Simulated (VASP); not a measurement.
Set up this calculation in VASP 6.6.1, as the native input.

- Task: single point
- Functional: PBE
- Potentials or basis: VASP PAW PBE potentials, release 64 (K_sv, F)
- Cutoff: 520 eV
- k mesh: 6 × 6 × 1
- Occupations: gaussian, width 0.1 eV
- Spin: no spin polarisation
- Dipole correction: no
- Further INCAR settings: ALGO = Normal; EDIFF = 1e-07; NBANDS = 42

The structure of KF lies in POSCAR:

```
KF
1.0
    3.7846813513     -0.0020345143      0.0021595522
   -1.8940895481      3.2764571306      0.0051243227
    0.0072644514      0.0242521190     12.8508440918
K F
4 4
Direct
    0.3336989989      0.6667362167      0.2499892313
    0.6663437742      0.3332723476      0.7499975469
   -0.0012782970     -0.0005962280     -0.0000319537
    0.0012454615      0.0005522956      0.5000153432
    0.3337753000      0.6666798625      0.6233248657
    0.6654548662      0.3324292259      0.1232742779
    0.3323522273      0.6664852884      0.8767021097
    0.6684076690      0.3344409913      0.3767285790
```

One way to write it, as run:

INCAR

```
  ALGO = Normal
  EDIFF = 1E-7
  ENCUT = 520
  GGA = PE
  ISIF = 2
  ISMEAR = 0
  LASPH = True
  LCHARG = True
  LELF = True
  LREAL = False
  LVHAR = True
  LWAVE = False
  NBANDS = 42
  NELM = 60
  PREC = Accurate
  SIGMA = 0.1
```

KPOINTS

```
k-points
0
Gamma
  6 6 1
```

Potentials or basis: VASP PAW PBE potentials, release 64 (K_sv, F).

Launch:

```bash
$ cat potpaw_PBE.64/K_sv/POTCAR potpaw_PBE.64/F/POTCAR > POTCAR
$ mpirun -np 1 vasp_std > vasp.out
```

It gave:

The pressure is 0.0 GPa and the largest force is 0.004 eV/Å. The band gap on the k mesh is 5.72 eV.

Caveat: the k points lie up to 0.49 Å⁻¹ apart.

It took 3.4 min on 1 thread of Oxide Virtual Turin-like Processor, on a shared host, peak memory 0.27 GiB.
